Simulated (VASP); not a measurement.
# Si (P1) in VASP: notebook, part 2 of 2

VASP 6.6.1.

## 3. Single point, PBE (atoms moved at random and the cell strained at random)

Contents of INCAR:

```
SYSTEM = Si
ALGO     = Normal         ! electronic algorithm
EDIFF    = 1E-7           ! SCF threshold, eV
ENCUT    = 520            ! plane-wave cutoff, eV
GGA      = PE             ! functional
ISIF     = 2              ! what is computed and relaxed
ISMEAR   = 0              ! smearing method
LASPH    = .True.         ! aspherical terms in the spheres
LCHARG   = .False.        ! write CHGCAR
LREAL    = .False.        ! projectors in reciprocal space
LWAVE    = .False.        ! write WAVECAR
NBANDS   = 26             ! bands
NELM     = 80             ! most SCF steps
PREC     = Accurate       ! precision mode
SIGMA    = 0.05           ! smearing width, eV
```

Contents of KPOINTS:

```
k-points
0
Gamma
  6 6 6
  0 0 0
```

Contents of POSCAR:

```
Si
1.0
    5.3906388476      0.0277295667     -0.0690381057
   -0.0277295667     -5.5047758945     -0.0212855762
    0.0690381057     -0.0212855762     -5.3706084518
Si
8
Direct
    0.4974227458     -0.0362581034     -0.0163735515
   -0.0267201067      0.5318850950      0.0737954040
   -0.0047488668     -0.0391020490      0.4985447557
    0.5318217812      0.5487220888      0.4502704539
    0.7565000622      0.7616017194      0.7040830808
    0.2908007182      0.2293948824      0.7730659591
    0.2656053158      0.7576511432      0.2614308156
    0.6893183503      0.2461052236      0.2551830824
```

Potentials or basis: VASP PAW PBE potentials, release 64 (Si).

On the command line:

```
cat potpaw_PBE.64/Si/POTCAR > POTCAR
mpirun -np 1 vasp_std > vasp.out
```

OUTCAR:

```text
SYSTEM = Si
   EDIFF = 1E-7
   ENCUT = 520
   GGA = PE
   ISIF = 2
   ISMEAR = 0
   LASPH = .True.
   LREAL = .False.
   NELM = 80
   PREC = Accurate

 ion  position               nearest neighbor table
   1  0.497  0.964  0.984-   6 2.17   7 2.22   5 2.32   8 2.39
   2  0.973  0.532  0.074-   7 2.26   8 2.37   5 2.65   6 2.88   4 3.09
   3  0.995  0.961  0.499-   5 1.99   7 2.23   6 2.65   8 2.65
   4  0.532  0.549  0.450-   7 2.12   8 2.15   5 2.19   6 2.75   2 3.09
   5  0.757  0.762  0.704-   3 1.99   4 2.19   1 2.32   2 2.65
   6  0.291  0.229  0.773-   1 2.17   3 2.65   4 2.75   2 2.88
   7  0.266  0.758  0.261-   4 2.12   1 2.22   3 2.23   2 2.26
   8  0.689  0.246  0.255-   4 2.15   2 2.37   1 2.39   3 2.65

  LATTYP: Found a triclinic cell.
 ALAT       =     5.3710943464
 B/A-ratio  =     1.3985771048
 C/A-ratio  =     1.7619477074
 COS(alpha) =     0.0044220663
 COS(beta)  =     0.5866747990
 COS(gamma) =     0.6966134151

  Lattice vectors:

 A1 = (  -0.0690381057,   0.0212855762,   5.3706084518)
 A2 = (   5.3216007419,   0.0490151429,   5.3015703461)
 A3 = (  -5.4319473866,   5.4983319040,   5.4609321337)

Analysis of symmetry for initial positions (statically):
=====================================================================
 Subroutine PRICEL returns:
 Original cell was already a primitive cell.

 Routine SETGRP: Setting up the symmetry group for a
 triclinic supercell.

 Subroutine GETGRP returns: Found  1 space group operations
 (whereof  1 operations were pure point group operations)
 out of a pool of  2 trial point group operations.

The static configuration has the point symmetry C_1 .

Analysis of symmetry for dynamics (positions and initial velocities):
=====================================================================
 Subroutine PRICEL returns:
 Original cell was already a primitive cell.

[... 141 lines left out ...]
  Fermi-wavevector in a.u.,A,eV,Ry     =   0.958709  1.811698 12.505433  0.919123
  Thomas-Fermi vector in A             =   2.087841
   LORBIT       =      0    0 simple, 1 ext, 2 COOP (PROOUT), +10 PAW based schemes
   GGA     = PE    functional components
   LHFCALC =     F    Hartree Fock is set to
   AEXX    =    0.0000 exact exchange contribution
   IVDW    =     0    specifies the selected vdW correction
   LEPSILON=     F    determine dielectric tensor
   LRPA    =     F    only Hartree local field effects (RPA)
 non-spin polarized calculation
 Gauss-broadening in eV      SIGMA  =   0.05
  energy-cutoff  :      520.00
  volume of cell :      159.34
 maximum number of plane-waves:      4312
   NGX = 21   NGY = 21   NGZ = 19

 number of electron      32.0000000 magnetization

 Free energy of the ion-electron system (eV)
  ---------------------------------------------------
  ext. energy  EPLUGINS =         0.00000000
  ---------------------------------------------------
  free energy    TOTEN  =       -38.59058823 eV

  energy without entropy =      -38.58853271  energy(sigma->0) =      -38.58956047

 E-fermi :   5.9861     XC(G=0):  -9.4408

 val. band max:        5.9854193630   @ k =   0.3333   0.5000   0.3333
 cond. band min:       5.9874313708   @ k =   0.3333  -0.3333   0.3333
 fundamental gap:      0.0020120078
 Fermi energy:         5.9861154784

 k-point     1 :       0.0000    0.0000    0.0000
  band No.  band energies     occupation
      1      -6.6252      2.00000
      2      -3.0886      2.00000
      3      -2.9375      2.00000
      4      -2.6983      2.00000
      5      -1.9419      2.00000
      6      -1.2861      2.00000
[... 685 lines left out ...]
     25      10.5371      0.00000
     26      10.7744      0.00000

 [... further k-points ...]

------------------------ aborting loop because EDIFF is reached ----------------------------------------

  FORCE on cell =-STRESS in cart. coord.  units (eV):
  Direction    XX          YY          ZZ          XY          YZ          ZX
  --------------------------------------------------------------------------------------
  -------------------------------------------------------------------------------------
  Total       10.7987170      9.8139280      8.3757961     -1.1188535     -2.4601942      3.0061817
  in kB      108.5847936     98.6824035     84.2214953    -11.2504548    -24.7380948     30.2281853
  external PRESSURE =      97.1628975 kB  Pullay stress =       0.0000000 kB

 VOLUME and BASIS-vectors are now :
 -----------------------------------------------------------------------------
  energy-cutoff  :      520.00
  volume of cell :      159.34
      direct lattice vectors                 reciprocal lattice vectors
     5.390638848  0.027729567 -0.069038106     0.185542219 -0.000943881  0.002388849
    -0.027729567 -5.504775894 -0.021285576     0.000943881 -0.181668024  0.000732147
     0.069038106 -0.021285576 -5.370608452    -0.002388849  0.000732147 -0.186232252

 POSITION                                       TOTAL-FORCE (eV/Angst)
 -----------------------------------------------------------------------------------
      2.72261     -5.31233     -5.33753         1.352437     -0.652197     -0.026934
      5.23695     -2.90249     -0.47484        -0.202769      1.547017      2.776298
      5.37281     -5.27254     -2.76665         3.355429     -6.129522      1.909971
      2.88273     -3.01543     -2.46662        -0.880348      2.250685     -2.790668
      4.10551     -4.18646     -3.84979        -1.582423      3.271754     -5.461288
      1.61461     -1.27116     -4.17679        -2.736032     -2.330107      1.691144
      1.42882     -4.16890     -1.43851        -1.961270     -0.403352      1.002549
      3.72666     -1.34107     -1.42332         2.654975      2.445723      0.898928
 -----------------------------------------------------------------------------------
    total drift:                               -0.000033      0.000037     -0.000098

  FREE ENERGIE OF THE ION-ELECTRON SYSTEM (eV)
  ---------------------------------------------------
  free  energy   TOTEN  =       -38.5905882280 eV

  energy  without entropy=      -38.5885327064  energy(sigma->0) =      -38.58956047
```

It took 2.4 min on 1 thread of Intel Xeon 6975P-C (Granite Rapids), shared host; peak memory 0.44 GiB.

What came out:

```yaml
Free_energy: -38.5906 eV
Pressure: 9.7 GPa
Largest_force: 7.244 eV/Å
Band_gap_on_the_k_mesh: zero (bands 16 and 17 overlap by 0.24 eV)
```

Forces in eV/Å, atoms in the order of the input:
```
Si   1.352 -0.652 -0.027
Si  -0.203  1.547  2.776
Si   3.355 -6.130  1.910
Si  -0.880  2.251 -2.791
Si  -1.582  3.272 -5.461
Si  -2.736 -2.330  1.691
Si  -1.961 -0.403  1.003
Si   2.655  2.446  0.899
```

Caveat: the cell differs from its parent crystal (atoms moved at random and the cell strained at random); the cell stands under pressure; semilocal functionals underestimate gaps, and a narrow one can read as zero; forces of over 1 eV/Å act on the atoms, so gaps and moduli don't describe the material at rest.

## 4. Single point, PBE (atoms moved at random and the cell strained at random)

Contents of INCAR:

```
  PREC = Accurate
  ENCUT = 520
  EDIFF = 1E-6
  ISMEAR = 0
  SIGMA = 0.05
  LREAL = F
  LASPH = T
  NELM = 100
  ALGO = Normal
  ISIF = 2
  LWAVE = F
  LCHARG = F
  GGA = PE
  NBANDS = 26
```

Contents of KPOINTS:

```
Automatic mesh
0
Gamma
  6 6 6
```

Contents of POSCAR:

```
Si
1.0
    5.4224876922      0.0536412036     -0.0028734899
   -0.0536412036     -5.4774104172      0.0125085359
    0.0028734899      0.0125085359     -5.4218092398
Si
8
Direct
    0.5096499316      0.0189398948     -0.0404595647
    0.0074494251      0.5026954178     -0.0254531921
   -0.0307710674      0.0040991975      0.5084391209
    0.4969174439      0.4669961704      0.5375159974
    0.7330630276      0.7258344242      0.7573193463
    0.2598417888      0.2412069183      0.7866180640
    0.2552832745      0.7627058014      0.2456742115
    0.7685661759      0.2775221757      0.2303460168
```

On the command line:

```
cat potpaw_PBE.64/Si/POTCAR > POTCAR
mpirun -np 1 vasp_std > vasp.out
```

Run time: 2.4 min. Hardware: 1 thread of Intel Xeon 6975P-C (Granite Rapids), shared host; peak memory 0.44 GiB.

The run converged. Its results:

* Free energy: -41.3863 eV
* Pressure: 3.7 GPa
* Largest force: 5.292 eV/Å
* Band gap on the k mesh: 0.07 eV (least direct gap 0.14 eV)

Forces on the atoms (eV/Å):
```
Si   2.142  2.551 -4.112
Si   0.840 -1.471 -1.703
Si   1.375  0.264  0.652
Si  -0.209 -1.139  3.338
Si   0.667 -1.302  0.811
Si  -3.450 -0.370  3.028
Si  -0.029  0.110 -0.696
Si  -1.337  1.357 -1.318
```

Stress tensor (GPa, compression positive):
```
 5.33  1.56 -0.77
 1.56  3.99 -1.89
-0.77 -1.89  1.64
```

Levels at points of the mesh, in eV from the valence-band top:
```tsv
k point	band 12	band 13	band 14	band 15	band 16	band 17	band 18	band 19	band 20	band 21
(0.00, 0.00, 0.00)	-2.71	-2.59	-0.38	-0.16	0.00	0.14	0.21	0.46	0.94	1.28
(0.50, 0.00, 0.00)	-2.95	-2.06	-1.84	-1.58	-1.52	0.94	0.97	2.46	2.69	3.69
(0.00, 0.50, 0.00)	-3.10	-2.08	-1.90	-1.42	-1.35	0.87	1.18	2.44	2.66	3.53
(0.50, 0.50, 0.00)	-3.31	-2.49	-1.41	-1.02	-0.70	1.41	2.18	2.47	2.80	4.26
(0.00, 0.00, 0.50)	-3.18	-2.89	-2.21	-1.23	-1.22	0.49	1.21	2.80	3.22	3.81
(0.50, 0.00, 0.50)	-3.43	-1.89	-1.20	-1.03	-0.68	1.81	2.14	2.37	2.62	3.92
(0.00, 0.50, 0.50)	-3.42	-1.88	-1.33	-1.00	-0.89	1.85	2.00	2.30	2.60	3.91
(0.50, 0.50, 0.50)	-1.17	-0.91	-0.77	-0.69	-0.43	1.08	1.11	1.36	1.52	2.66
```

Caveat: the cell differs from its parent crystal (atoms moved at random and the cell strained at random); the cell stands under pressure; semilocal functionals underestimate gaps, and a narrow one can read as zero; forces of over 1 eV/Å act on the atoms, so gaps and moduli don't describe the material at rest. A k mesh can miss the band edges.

## 5. The runs side by side

```csv
cell,gap on the mesh (eV),pressure (GPa),largest force (eV/Å)
"a = 5.461, b = 5.394, c = 5.302 Å, angles 89.3, 89.7, 90.7°, 8 atoms, atomic positions A",none,12.7,11.31
"a = 5.391, b = 5.505, c = 5.371 Å, angles 89.6, 88.5, 90.6°, 8 atoms, atomic positions B",none,9.7,7.24
"a = 5.423, b = 5.478, c = 5.422 Å, angles 90.3, 89.9, 91.1°, 8 atoms, atomic positions C",0.07,3.7,5.29
```

Alike in all rows: task single point; level PBE; potentials or basis VASP PAW PBE potentials, release 64 (Si); no spin polarisation; k mesh 6 × 6 × 6; cutoff (eV) 520; smearing gaussian 0.05 eV.

Caveats: semilocal functionals underestimate gaps, and a narrow one can read as zero; forces of over 1 eV/Å act on the atoms, so gaps and moduli don't describe the material at rest; the cell stands under pressure (at least some runs); the stress differs along the axes, from 8 to 17 GPa (at least some runs).

Total energies depend on the potentials used, so only differences within one code and one set of settings carry meaning.

The gap in the log of VASP goes by the Fermi energy; the results here count the filled bands.